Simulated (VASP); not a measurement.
# Bi (Fd-3m) in VASP: notebook

Runs on Bi. Level: PBEsol. Tasks: single point.

Program: VASP 6.6.1. These are calculated values, not measurements. Logs are shortened: lines on timing, memory, paths and dates and some standing lists are left out, and cuts for length are marked.

### Step 1. The cell of the first run

The structure is cubic, space group Fd-3m (No. 227). The conventional cell has a = 7.126 Å, b = 7.126 Å, c = 7.126 Å, α = 90.00°, β = 90.00°, γ = 90.00°. Within 4.1 Å of Bi (site symmetry -43m) lie 4 Bi at 3.09 Å.

### Step 2. Single point, PBEsol

File INCAR:

```
SYSTEM = Bi
PREC = Accurate
ENCUT = 520
EDIFF = 1E-6
ISMEAR = 0
SIGMA = 0.1
LREAL = .FALSE.
LASPH = .TRUE.
NELM = 100
ALGO = Fast
ISIF = 2
LWAVE = .FALSE.
LCHARG = .FALSE.
GGA = PS
NBANDS = 22
```

File KPOINTS:

```
regular mesh
0
G
  4 4 4
  0 0 0
```

File POSCAR:

```
Bi
1.0
    0.0000000000      3.5631305240      3.5631305240
    3.5631305240      0.0000000000      3.5631305240
    3.5631305240      3.5631305240      0.0000000000
Bi
2
Direct
    0.5000000000      0.5000000000      0.5000000000
    0.7500000000      0.7500000000      0.7500000000
```

Potentials or basis: VASP PAW PBE potentials, release 64 (Bi_d).

Launch:

```
cat potpaw_PBE.64/Bi_d/POTCAR > POTCAR
mpirun -np 1 vasp_std > vasp.out
```

OUTCAR:

```text
SYSTEM = Bi
   PREC = Accurate
   ENCUT = 520
   EDIFF = 1E-6
   ISMEAR = 0
   LREAL = .FALSE.
   LASPH = .TRUE.
   NELM = 100
   ISIF = 2
   GGA = PS

 ion  position               nearest neighbor table
   1  0.500  0.500  0.500-   2 3.09   2 3.09   2 3.09   2 3.09
   2  0.750  0.750  0.750-   1 3.09   1 3.09   1 3.09   1 3.09

  LATTYP: Found a face centered cubic cell.
 ALAT       =     7.1262610480

  Lattice vectors:

 A1 = (   0.0000000000,   3.5631305240,   3.5631305240)
 A2 = (   3.5631305240,   0.0000000000,   3.5631305240)
 A3 = (   3.5631305240,   3.5631305240,   0.0000000000)

Analysis of symmetry for initial positions (statically):
=====================================================================
 Subroutine PRICEL returns:
 Original cell was already a primitive cell.

 Routine SETGRP: Setting up the symmetry group for a
 face centered cubic supercell.

 Subroutine GETGRP returns: Found 48 space group operations
 (whereof 24 operations were pure point group operations)
 out of a pool of 48 trial point group operations.

The static configuration has the point symmetry T_d .
 The point group associated with its full space group is O_h .

Analysis of symmetry for dynamics (positions and initial velocities):
=====================================================================
 Subroutine PRICEL returns:
 Original cell was already a primitive cell.

 Routine SETGRP: Setting up the symmetry group for a
 face centered cubic supercell.

 Subroutine GETGRP returns: Found 48 space group operations
 (whereof 24 operations were pure point group operations)
 out of a pool of 48 trial point group operations.

The dynamic configuration has the point symmetry T_d .
 The point group associated with its full space group is O_h .

 Subroutine INISYM returns: Found 48 space group operations
 (whereof 24 operations are pure point group operations),
 and found     1 'primitive' translations

----------------------------------------------------------------------------------------

                                     Primitive cell

  volume of cell :      90.4743

  direct lattice vectors                    reciprocal lattice vectors
     0.000000000  3.563130524  3.563130524    -0.140326041  0.140326041  0.140326041
     3.563130524  0.000000000  3.563130524     0.140326041 -0.140326041  0.140326041
     3.563130524  3.563130524  0.000000000     0.140326041  0.140326041 -0.140326041

  length of vectors
     5.039027512  5.039027512  5.039027512     0.243051833  0.243051833  0.243051833

  position of ions in fractional coordinates (direct lattice)
     0.500000000  0.500000000  0.500000000
     0.750000000  0.750000000  0.750000000

  ion indices of the primitive-cell ions
   primitive index   ion index
                 1           1
                 2           2

----------------------------------------------------------------------------------------

 KPOINTS: regular mesh

Automatic generation of k-mesh.
 Grid dimensions read from file:
 generate k-points for:    4    4    4

 Generating k-lattice:

  Cartesian coordinates                     Fractional coordinates (reciprocal lattice)
    -0.035081510  0.035081510  0.035081510     0.250000000  0.000000000  0.000000000
     0.035081510 -0.035081510  0.035081510     0.000000000  0.250000000  0.000000000
     0.035081510  0.035081510 -0.035081510     0.000000000  0.000000000  0.250000000

  Length of vectors
     0.060762958  0.060762958  0.060762958

  Shift w.r.t. Gamma in fractional coordinates (k-lattice)
     0.000000000  0.000000000  0.000000000

 Subroutine IBZKPT returns following result:
 ===========================================

 Found      8 irreducible k-points:

 Following reciprocal coordinates:
            Coordinates               Weight
  0.000000  0.000000  0.000000      1.000000
  0.250000  0.000000  0.000000      8.000000
  0.500000  0.000000  0.000000      4.000000
  0.250000  0.250000  0.000000      6.000000
  0.500000  0.250000  0.000000     24.000000
 -0.250000  0.250000  0.000000     12.000000
  0.500000  0.500000  0.000000      3.000000
 -0.250000  0.500000  0.250000      6.000000
   k-points           NKPTS =      8   k-points in BZ     NKDIM =      8   number of bands    NBANDS=     22
   number of dos      NEDOS =    301   number of ions     NIONS =      2
   total plane-waves  NPLWV =  64000
   dimension x,y,z NGX =    40 NGY =   40 NGZ =   40
   dimension x,y,z NGXF=    80 NGYF=   80 NGZF=   80
   ions per type =               2
   NGX,Y,Z   is equivalent  to a cutoff of  13.20, 13.20, 13.20 a.u.
   NGXF,Y,Z  is equivalent  to a cutoff of  26.39, 26.39, 26.39 a.u.
 SYSTEM =  Bi
   PREC   = accura    normal or accurate (medium, high low for compatibility)
   ISTART =      0    job   : 0-new  1-cont  2-samecut
   ICHARG =      2    charge: 1-file 2-atom 10-const
   ISPIN  =      1    spin polarized calculation?
   LNONCOLLINEAR =      F non collinear calculations
   LSORBIT =      F    spin-orbit coupling
   LASPH  =      T    aspherical Exc in radial PAW
   ENCUT  =  520.0 eV  38.22 Ry    6.18 a.u.   9.37  9.37  9.37*2*pi/ulx,y,z
   NELM   =    100;   NELMIN=  2; NELMDL= -5     # of ELM steps
   EDIFF  = 0.1E-05   stopping-criterion for ELM
   LREAL  =      F    real-space projection
   EDIFFG = 0.1E-04   stopping-criterion for IOM
   NSW    =      0    number of steps for IOM
   IBRION =     -1    ionic relax: 0-MD 1-quasi-New 2-CG
   NFREE  =      0    steps in history (QN), initial steepest desc. (CG)
   ISIF   =      2    stress and relaxation
   ISYM   =      2    0-nonsym 1-usesym 2-fastsym
   POTIM  = 0.5000    time-step for ionic-motion
   TEBEG  =    0.0;   TEEND  =   0.0 temperature during run
   PSTRESS=    0.0 pullay stress
   NELECT =      30.0000    total number of electrons
   NUPDOWN=      -1.0000    fix difference up-down
   EMIN   =  10.00;   EMAX   =-10.00  energy-range for DOS
   EFERMI =   0.00;   METHOD = LEGACY
   ISMEAR =     0;   SIGMA  =   0.10  broadening in eV -4-tet -1-fermi 0-gaus
   EFERMI_NEDOS =   21; number of points for ismear=-14 and -15
   IALGO  =     68    algorithm
   IMIX   =      4    mixing-type and parameters
     AMIX     =   0.40;   BMIX     =  1.00
     AMIX_MAG =   1.60;   BMIX_MAG =  1.00
  volume/ion in A,a.u.               =      45.24       305.28
  Fermi-wavevector in a.u.,A,eV,Ry     =   1.133114  2.141275 17.469157  1.283947
  Thomas-Fermi vector in A             =   2.269816
   LORBIT       =      0    0 simple, 1 ext, 2 COOP (PROOUT), +10 PAW based schemes
   GGA     = PS    functional components
   LHFCALC =     F    Hartree Fock is set to
   AEXX    =    0.0000 exact exchange contribution
   IVDW    =     0    specifies the selected vdW correction
   LEPSILON=     F    determine dielectric tensor
   LRPA    =     F    only Hartree local field effects (RPA)
 non-spin polarized calculation
 RMM-DIIS sequential band-by-band and
 Gauss-broadening in eV      SIGMA  =   0.10
  energy-cutoff  :      520.00
  volume of cell :       90.47
 maximum number of plane-waves:      2468
 NGX is ok and might be reduce to    40
   NGX = 19   NGY = 19   NGZ = 19

 number of electron      30.0000010 magnetization

 Free energy of the ion-electron system (eV)
  ---------------------------------------------------
  ext. energy  EPLUGINS =         0.00000000
  ---------------------------------------------------
  free energy    TOTEN  =        -8.17501585 eV

  energy without entropy =       -8.16972574  energy(sigma->0) =       -8.17237079

 E-fermi :   3.7552     XC(G=0):  -8.3637

 val. band max:        3.7551796921   @ k =   0.2500   0.2500   0.0000
 cond. band min:       4.5973413961   @ k =  -0.2500   0.5000   0.2500
 fundamental gap:      0.8421617039
 Fermi energy:         3.7551821931

 k-point     1 :       0.0000    0.0000    0.0000
  band No.  band energies     occupation
      1     -18.8879      2.00000
      2     -18.8879      2.00000
      3     -18.8879      2.00000
      4     -18.8388      2.00000
      5     -18.8388      2.00000
      6     -18.6415      2.00000
[... 14 lines left out ...]
     21      10.9745      0.00000
     22      11.2658      0.00000

 k-point     2 :       0.2500    0.0000    0.0000
  band No.  band energies     occupation
      1     -18.9038      2.00000
      2     -18.9038      2.00000
      3     -18.8780      2.00000
      4     -18.8146      2.00000
      5     -18.8146      2.00000
      6     -18.6709      2.00000
[... 14 lines left out ...]
     21      10.0458      0.00000
     22      10.7460      0.00000

 k-point     3 :       0.5000    0.0000    0.0000
  band No.  band energies     occupation
      1     -18.9121      2.00000
      2     -18.9121      2.00000
      3     -18.8668      2.00000
      4     -18.7993      2.00000
      5     -18.7993      2.00000
      6     -18.6844      2.00000
[... 14 lines left out ...]
     21      11.0334      0.00000
     22      11.0334      0.00000

 k-point     4 :       0.2500    0.2500    0.0000
  band No.  band energies     occupation
      1     -18.9070      2.00000
      2     -18.9070      2.00000
      3     -18.8827      2.00000
      4     -18.8096      2.00000
      5     -18.7818      2.00000
      6     -18.7193      2.00000
[... 14 lines left out ...]
     21      11.5326      0.00000
     22      12.5543      0.00000

 k-point     5 :       0.5000    0.2500    0.0000
  band No.  band energies     occupation
      1     -18.9302      2.00000
      2     -18.9186      2.00000
      3     -18.8416      2.00000
      4     -18.7781      2.00000
      5     -18.7604      2.00000
      6     -18.7409      2.00000
[... 14 lines left out ...]
     21      11.4052      0.00000
     22      11.7984      0.00000

 k-point     6 :      -0.2500    0.2500    0.0000
  band No.  band energies     occupation
      1     -18.9265      2.00000
      2     -18.9176      2.00000
      3     -18.8421      2.00000
      4     -18.7981      2.00000
      5     -18.7778      2.00000
      6     -18.7081      2.00000
[... 14 lines left out ...]
     21      10.8875      0.00000
     22      11.8006      0.00000

 k-point     7 :       0.5000    0.5000    0.0000
  band No.  band energies     occupation
      1     -18.9234      2.00000
      2     -18.9234      2.00000
      3     -18.8212      2.00000
      4     -18.8212      2.00000
      5     -18.7395      2.00000
      6     -18.7395      2.00000
[... 14 lines left out ...]
     21      12.6477      0.00000
     22      12.6477      0.00000

 k-point     8 :      -0.2500    0.5000    0.2500
  band No.  band energies     occupation
      1     -18.9327      2.00000
      2     -18.9327      2.00000
      3     -18.7876      2.00000
      4     -18.7876      2.00000
      5     -18.7433      2.00000
      6     -18.7433      2.00000
[... 14 lines left out ...]
     21      12.1463      0.00000
     22      12.1463      0.00000

------------------------ aborting loop because EDIFF is reached ----------------------------------------

  FORCE on cell =-STRESS in cart. coord.  units (eV):
  Direction    XX          YY          ZZ          XY          YZ          ZX
  --------------------------------------------------------------------------------------
  -------------------------------------------------------------------------------------
  Total       -0.0542370     -0.0542370     -0.0542370      0.0000000      0.0000000      0.0000000
  in kB       -0.9604646     -0.9604646     -0.9604646      0.0000000      0.0000000      0.0000000
  external PRESSURE =      -0.9604646 kB  Pullay stress =       0.0000000 kB

 VOLUME and BASIS-vectors are now :
 -----------------------------------------------------------------------------
  energy-cutoff  :      520.00
  volume of cell :       90.47
      direct lattice vectors                 reciprocal lattice vectors
     0.000000000  3.563130524  3.563130524    -0.140326041  0.140326041  0.140326041
     3.563130524  0.000000000  3.563130524     0.140326041 -0.140326041  0.140326041
     3.563130524  3.563130524  0.000000000     0.140326041  0.140326041 -0.140326041

 POSITION                                       TOTAL-FORCE (eV/Angst)
 -----------------------------------------------------------------------------------
      3.56313      3.56313      3.56313        -0.000000     -0.000000     -0.000000
      5.34470      5.34470      5.34470         0.000000      0.000000      0.000000
 -----------------------------------------------------------------------------------
    total drift:                               -0.000000     -0.000000      0.000000

  FREE ENERGIE OF THE ION-ELECTRON SYSTEM (eV)
  ---------------------------------------------------
  free  energy   TOTEN  =        -8.1750158463 eV

  energy  without entropy=       -8.1697257379  energy(sigma->0) =       -8.17237079
```

Wall time 25 s (1 thread of Intel Xeon Platinum 8259CL at 2.50GHz (Skylake/Cascade Lake), shared host); peak memory 0.22 GiB.

What came out:

* Free energy: -8.1750 eV
* Pressure: -0.1 GPa
* Band gap on the k mesh: zero (band 15 reaches 4.60 eV, above the bottom of band 16 at 3.46 eV)

Caveat: the k points lie up to 0.38 Å⁻¹ apart; the PAW data sets were made with another functional, which shifts forces and pressure a little; spin-orbit coupling is left out, which moves the levels of the heavy elements.

(Continued in part 2 of 2.)
